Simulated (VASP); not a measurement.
# BaTiO3 (R3m) in VASP: density of states with PBE

Aim: the density of states of BaTiO3 with PBE.

Program: VASP 6.6.1. These are calculated values, not measurements. Logs are shortened: lines on timing, memory, paths and dates and some standing lists are left out, and cuts for length are marked.

### 1 The cell of the first run

It takes space group R3m (No. 160, trigonal). Conventional cell: a = 5.723 Å, b = 5.723 Å, c = 7.037 Å, α = 90.00°, β = 90.00°, γ = 120.00°. Within 3.7 Å of Ba (site symmetry 3m) lie 12 O at 2.82 to 2.92 Å and 8 Ti at 3.42 to 3.62 Å. Ti (site symmetry 3m) has 6 O at 1.90 to 2.16 Å within 2.5 Å. Within 2.5 Å of O (site symmetry m) lie 2 Ti at 1.90 to 2.16 Å.

### 2 Density of states, PBE

File POSCAR:

```
BaTiO3
1.0
    4.0523129300      0.0000000000      0.0000000000
    0.0104645000      4.0523028100      0.0000000000
    0.0104645000      0.0104442600      4.0522825700
Ba Ti O
1 1 3
Direct
    0.0000000000      0.0000000000      0.0000000000
    0.4860000000      0.4860000000      0.4860000000
    0.5084000000      0.5084000000      0.0185000000
    0.0185000000      0.5084000000      0.5084000000
    0.5084000000      0.0185000000      0.5084000000
```

File INCAR.step1:

```
PREC = Accurate
ENCUT = 520
EDIFF = 1E-6
ISMEAR = -1
SIGMA = 0.1
LREAL = False
LASPH = True
NELM = 80
ALGO = Normal
ISIF = 2
LWAVE = False
LCHARG = True
LMAXMIX = 4
GGA = PE
NBANDS = 28
```

File KPOINTS.step1:

```
regular mesh
0
Gamma
  6 6 6
```

File INCAR.step2:

```
PREC = Accurate
ENCUT = 520
EDIFF = 1E-6
ISMEAR = -5
SIGMA = 0.1
LREAL = False
LASPH = True
NELM = 80
ALGO = Normal
ISIF = 2
LWAVE = False
LCHARG = False
LMAXMIX = 4
GGA = PE
LORBIT = 11
NBANDS = 28
NEDOS = 2001
ICHARG = 11
```

File KPOINTS.step2:

```
regular mesh
0
Gamma
  9 9 9
```

Potentials or basis: VASP PAW PBE potentials, release 64 (Ba_sv, Ti_sv, O).

Run with:

```bash
> cat potpaw_PBE.64/Ba_sv/POTCAR potpaw_PBE.64/Ti_sv/POTCAR potpaw_PBE.64/O/POTCAR > POTCAR
> cp INCAR.step1 INCAR
> cp KPOINTS.step1 KPOINTS
> mpirun -np 1 vasp_std > vasp.out
> cp INCAR.step2 INCAR
> cp KPOINTS.step2 KPOINTS
> mpirun -np 1 vasp_std > vasp.out
```

OUTCAR:

```text
PREC = Accurate
   ENCUT = 520
   EDIFF = 1E-6
   ISMEAR = -5
   LREAL = False
   LASPH = True
   NELM = 80
   ISIF = 2
   GGA = PE
   LORBIT = 11
   ICHARG = 11

 ion  position               nearest neighbor table
   1  0.000  0.000  0.000-   5 2.82   3 2.82   4 2.82   4 2.86   4 2.86   5 2.86   5 2.86   3 2.86
                             3 2.86   5 2.92   3 2.92   4 2.92   2 3.42   2 3.47   2 3.47   2 3.47
   2  0.486  0.486  0.486-   3 1.90   4 1.90   5 1.90   3 2.16   4 2.16   5 2.16   1 3.42   1 3.47
                             1 3.47   1 3.47   1 3.54   1 3.54   1 3.54   1 3.62
   3  0.508  0.508  0.019-   2 1.90   2 2.16   1 2.82   1 2.86   1 2.86   1 2.92
   4  0.019  0.508  0.508-   2 1.90   2 2.16   1 2.82   1 2.86   1 2.86   1 2.92
   5  0.508  0.019  0.508-   2 1.90   2 2.16   1 2.82   1 2.86   1 2.86   1 2.92

  LATTYP: Found a trigonal (rhomboedric) cell.
 ALAT       =     4.0523129300
 COS(alpha) =     0.0025823502

  Lattice vectors:

 A1 = (   4.0523129300,   0.0000000000,   0.0000000000)
 A2 = (   0.0104645000,   4.0523028100,   0.0000000000)
 A3 = (   0.0104645000,   0.0104442600,   4.0522825700)

Analysis of symmetry for initial positions (statically):
=====================================================================
 Subroutine PRICEL returns:
 Original cell was already a primitive cell.

 Routine SETGRP: Setting up the symmetry group for a
 trigonal (rhombohedral) supercell.

 Subroutine GETGRP returns: Found  6 space group operations
 (whereof  6 operations were pure point group operations)
 out of a pool of 12 trial point group operations.

The static configuration has the point symmetry C_3v.

Analysis of symmetry for dynamics (positions and initial velocities):
=====================================================================
 Subroutine PRICEL returns:
 Original cell was already a primitive cell.

 Routine SETGRP: Setting up the symmetry group for a
 trigonal (rhombohedral) supercell.

 Subroutine GETGRP returns: Found  6 space group operations
 (whereof  6 operations were pure point group operations)
 out of a pool of 12 trial point group operations.

The dynamic configuration has the point symmetry C_3v.

 Subroutine INISYM returns: Found  6 space group operations
 (whereof  6 operations are pure point group operations),
 and found     1 'primitive' translations

----------------------------------------------------------------------------------------

                                     Primitive cell

  volume of cell :      66.5433

  direct lattice vectors                    reciprocal lattice vectors
     4.052312930  0.000000000  0.000000000     0.246772650 -0.000637256 -0.000635616
     0.010464500  4.052302810  0.000000000     0.000000000  0.246773266 -0.000636028
     0.010464500  0.010444260  4.052282570     0.000000000  0.000000000  0.246774499

  length of vectors
     4.052312930  4.052316322  4.052309541     0.246774291  0.246774086  0.246774499

  position of ions in fractional coordinates (direct lattice)
     0.000000000  0.000000000  0.000000000
     0.486000000  0.486000000  0.486000000
     0.508400000  0.508400000  0.018500000
     0.018500000  0.508400000  0.508400000
     0.508400000  0.018500000  0.508400000

  ion indices of the primitive-cell ions
   primitive index   ion index
                 1           1
                 2           2
                 3           3
                 4           4
                 5           5

----------------------------------------------------------------------------------------

 KPOINTS: regular mesh

Automatic generation of k-mesh.
 Grid dimensions read from file:
 generate k-points for:    9    9    9

 Generating k-lattice:

  Cartesian coordinates                     Fractional coordinates (reciprocal lattice)
     0.027419183 -0.000070806 -0.000070624     0.111111111  0.000000000 -0.000000000
     0.000000000  0.027419252 -0.000070670     0.000000000  0.111111111  0.000000000
     0.000000000  0.000000000  0.027419389     0.000000000  0.000000000  0.111111111

  Length of vectors
     0.027419366  0.027419343  0.027419389

  Shift w.r.t. Gamma in fractional coordinates (k-lattice)
     0.000000000  0.000000000  0.000000000

 TETIRR: Found    369 inequivalent tetrahedra from     4374

 Subroutine IBZKPT returns following result:
 ===========================================

 Found     85 irreducible k-points:

 Following reciprocal coordinates:
            Coordinates               Weight
  0.000000  0.000000  0.000000      1.000000
  0.111111  0.000000  0.000000      6.000000
  0.222222  0.000000  0.000000      6.000000
  0.333333  0.000000 -0.000000      6.000000
  0.444444  0.000000  0.000000      6.000000
  0.111111  0.111111 -0.000000      6.000000
[... 16 lines left out ...]
 -0.333333  0.333333 -0.000000      6.000000
  0.444444  0.444444  0.000000      6.000000
 [... further k-points ...]
   k-points           NKPTS =     85   k-points in BZ     NKDIM =     85   number of bands    NBANDS=     28
   number of dos      NEDOS =   2001   number of ions     NIONS =      5
   total plane-waves  NPLWV =  27000
   dimension x,y,z NGX =    30 NGY =   30 NGZ =   30
   dimension x,y,z NGXF=    60 NGYF=   60 NGZF=   60
   ions per type =               1   1   3
   NGX,Y,Z   is equivalent  to a cutoff of  12.31, 12.31, 12.31 a.u.
   NGXF,Y,Z  is equivalent  to a cutoff of  24.61, 24.61, 24.61 a.u.
 SYSTEM =  unknown system
   PREC   = accura    normal or accurate (medium, high low for compatibility)
   ISTART =      0    job   : 0-new  1-cont  2-samecut
   ICHARG =     11    charge: 1-file 2-atom 10-const
   ISPIN  =      1    spin polarized calculation?
   LNONCOLLINEAR =      F non collinear calculations
   LSORBIT =      F    spin-orbit coupling
   LASPH  =      T    aspherical Exc in radial PAW
   ENCUT  =  520.0 eV  38.22 Ry    6.18 a.u.   7.53  7.53  7.53*2*pi/ulx,y,z
   NELM   =     80;   NELMIN=  2; NELMDL=  0     # of ELM steps
   EDIFF  = 0.1E-05   stopping-criterion for ELM
   LREAL  =      F    real-space projection
   EDIFFG = 0.1E-04   stopping-criterion for IOM
   NSW    =      0    number of steps for IOM
   IBRION =     -1    ionic relax: 0-MD 1-quasi-New 2-CG
   NFREE  =      0    steps in history (QN), initial steepest desc. (CG)
   ISIF   =      2    stress and relaxation
   ISYM   =      2    0-nonsym 1-usesym 2-fastsym
   POTIM  = 0.5000    time-step for ionic-motion
   TEBEG  =    0.0;   TEEND  =   0.0 temperature during run
   PSTRESS=    0.0 pullay stress
   NELECT =      40.0000    total number of electrons
   NUPDOWN=      -1.0000    fix difference up-down
   EMIN   =  10.00;   EMAX   =-10.00  energy-range for DOS
   EFERMI =   0.00;   METHOD = LEGACY
   ISMEAR =    -5;   SIGMA  =   0.10  broadening in eV -4-tet -1-fermi 0-gaus
   EFERMI_NEDOS =   21; number of points for ismear=-14 and -15
   IALGO  =     38    algorithm
   IMIX   =      4    mixing-type and parameters
     AMIX     =   0.40;   BMIX     =  1.00
     AMIX_MAG =   1.60;   BMIX_MAG =  1.00
  volume/ion in A,a.u.               =      13.31        89.81
  Fermi-wavevector in a.u.,A,eV,Ry     =   1.381635  2.610911 25.972366  1.908915
  Thomas-Fermi vector in A             =   2.506401
   LORBIT       =     11    0 simple, 1 ext, 2 COOP (PROOUT), +10 PAW based schemes
   GGA     = PE    functional components
   LHFCALC =     F    Hartree Fock is set to
   AEXX    =    0.0000 exact exchange contribution
   IVDW    =     0    specifies the selected vdW correction
   LEPSILON=     F    determine dielectric tensor
   LRPA    =     F    only Hartree local field effects (RPA)
 non-spin polarized calculation
 Fermi weights with tetrahedron method with Bloechl corrections
  energy-cutoff  :      520.00
  volume of cell :       66.54
 maximum number of plane-waves:      1812
 NGX is ok and might be reduce to    30

 number of electron      40.0000012 magnetization

 Free energy of the ion-electron system (eV)
  ---------------------------------------------------
  ext. energy  EPLUGINS =         0.00000000
  ---------------------------------------------------
  free energy    TOTEN  =       -40.04539078 eV

  energy without entropy =      -40.04539078  energy(sigma->0) =      -40.04539078

 E-fermi :   3.4838     XC(G=0): -11.0473

 val. band max:        3.4699497646   @ k =   0.4444   0.4444   0.4444
 cond. band min:       5.7650224350   @ k =   0.0000   0.0000   0.0000
 fundamental gap:      2.2950726704
 Fermi energy:         3.4837562079

 k-point     1 :       0.0000    0.0000    0.0000
  band No.  band energies     occupation
      1     -52.9518      2.00000
      2     -29.1884      2.00000
      3     -29.1828      2.00000
      4     -29.1828      2.00000
      5     -21.3976      2.00000
      6     -13.2495      2.00000
[... 20 lines left out ...]
     27       8.5291      0.00000
     28      10.4853      0.00000

 k-point     2 :       0.1111    0.0000    0.0000
  band No.  band energies     occupation
      1     -52.9517      2.00000
      2     -29.1914      2.00000
      3     -29.1849      2.00000
      4     -29.1827      2.00000
      5     -21.3865      2.00000
      6     -13.2508      2.00000
[... 20 lines left out ...]
     27       8.7608      0.00000
     28      10.7802      0.00000

 k-point     3 :       0.2222    0.0000    0.0000
  band No.  band energies     occupation
      1     -52.9514      2.00000
      2     -29.2035      2.00000
      3     -29.1855      2.00000
      4     -29.1822      2.00000
      5     -21.3581      2.00000
      6     -13.2813      2.00000
[... 20 lines left out ...]
     27       9.3858      0.00000
     28      11.5960      0.00000

 k-point     4 :       0.3333    0.0000   -0.0000
  band No.  band energies     occupation
      1     -52.9512      2.00000
      2     -29.2182      2.00000
      3     -29.1851      2.00000
      4     -29.1816      2.00000
      5     -21.3254      2.00000
      6     -13.3510      2.00000
[... 20 lines left out ...]
     27      10.1984      0.00000
     28      11.6638      0.00000

 k-point     5 :       0.4444    0.0000    0.0000
  band No.  band energies     occupation
      1     -52.9510      2.00000
      2     -29.2278      2.00000
      3     -29.1848      2.00000
      4     -29.1812      2.00000
      5     -21.3038      2.00000
      6     -13.4089      2.00000
[... 20 lines left out ...]
     27      10.8153      0.00000
     28      11.6002      0.00000

 k-point     6 :       0.1111    0.1111   -0.0000
  band No.  band energies     occupation
      1     -52.9516      2.00000
      2     -29.1926      2.00000
      3     -29.1877      2.00000
      4     -29.1835      2.00000
      5     -21.3759      2.00000
      6     -13.2446      2.00000
[... 463 lines left out ...]
      5     -21.2553      2.00000
      6     -13.0485      2.00000
[... 20 lines left out ...]
     27      11.5352      0.00000
     28      12.6961      0.00000

 k-point    22 :      -0.4444    0.3333   -0.0000
  band No.  band energies     occupation
      1     -52.9504      2.00000
      2     -29.2260      2.00000
      3     -29.2153      2.00000
      4     -29.1817      2.00000
      5     -21.2551      2.00000
      6     -13.0494      2.00000
[... 20 lines left out ...]
     27      11.5446      0.00000
     28      12.7091      0.00000

 k-point    23 :      -0.3333    0.3333   -0.0000
  band No.  band energies     occupation
      1     -52.9505      2.00000
      2     -29.2180      2.00000
      3     -29.2144      2.00000
      4     -29.1820      2.00000
      5     -21.2712      2.00000
      6     -13.1010      2.00000
[... 20 lines left out ...]
     27      11.7007      0.00000
     28      12.0064      0.00000

 k-point    24 :       0.4444    0.4444    0.0000
  band No.  band energies     occupation
      1     -52.9502      2.00000
      2     -29.2269      2.00000
      3     -29.2231      2.00000
      4     -29.1814      2.00000
      5     -21.2408      2.00000
      6     -12.9200      2.00000
[... 20 lines left out ...]
     27      11.4636      0.00000
     28      13.0209      0.00000

 [... further k-points ...]
[... 5 lines left out ...]
  --------------------------------------------------------------------------------------
  -------------------------------------------------------------------------------------
  Total        0.2645367      0.2645192      0.2645004      0.0034817      0.0034642      0.0034728
  in kB        6.3693028      6.3688808      6.3684295      0.0838301      0.0834092      0.0836142
  external PRESSURE =       6.3688710 kB  Pullay stress =       0.0000000 kB

 VOLUME and BASIS-vectors are now :
 -----------------------------------------------------------------------------
  energy-cutoff  :      520.00
  volume of cell :       66.54
      direct lattice vectors                 reciprocal lattice vectors
     4.052312930  0.000000000  0.000000000     0.246772650 -0.000637256 -0.000635616
     0.010464500  4.052302810  0.000000000     0.000000000  0.246773266 -0.000636028
     0.010464500  0.010444260  4.052282570     0.000000000  0.000000000  0.246774499

 POSITION                                       TOTAL-FORCE (eV/Angst)
 -----------------------------------------------------------------------------------
      0.00000      0.00000      0.00000        -0.050261     -0.050132     -0.050003
      1.97960      1.97450      1.96941        -0.131477     -0.131138     -0.130801
      2.06571      2.06038      0.07497         0.053768      0.053629      0.073927
      0.08561      2.06550      2.06018         0.074203      0.053576      0.053438
      2.06571      0.08028      2.06018         0.053768      0.074065      0.053438
 -----------------------------------------------------------------------------------
    total drift:                               -0.000201     -0.000163     -0.000274

  FREE ENERGIE OF THE ION-ELECTRON SYSTEM (eV)
  ---------------------------------------------------
  free  energy   TOTEN  =       -40.0453907769 eV

  energy  without entropy=      -40.0453907769  energy(sigma->0) =      -40.04539078

 total charge

# of ion       s       p       d       tot
------------------------------------------
    1        2.005   5.647   0.306   7.958
    2        2.214   6.257   1.750  10.220
    3        1.565   3.457   0.000   5.021
    4        1.565   3.457   0.000   5.021
    5        1.565   3.457   0.000   5.021
--------------------------------------------------
tot          8.912  22.274   2.056  33.242
```

Run time: 3.5 min. Hardware: 1 thread of Intel Xeon Platinum 8375C at 2.90GHz (Ice Lake), shared host; peak memory 0.27 GiB.

Results:

- Valence electrons inside the program's atomic spheres: Ba 7.96; Ti 10.22; O 5.02

Levels at points of the mesh, in eV from the valence-band top:
| k point | band 17 | band 18 | band 19 | band 20 | band 21 | band 22 | band 23 | band 24 |
| --- | --- | --- | --- | --- | --- | --- | --- | --- |
| (0.00, 0.00, 0.00) | -0.98 | -0.50 | -0.38 | -0.38 | 2.30 | 2.30 | 2.41 | 4.24 |

Caveat: spin-orbit coupling is left out, which moves the levels of the heavy elements.
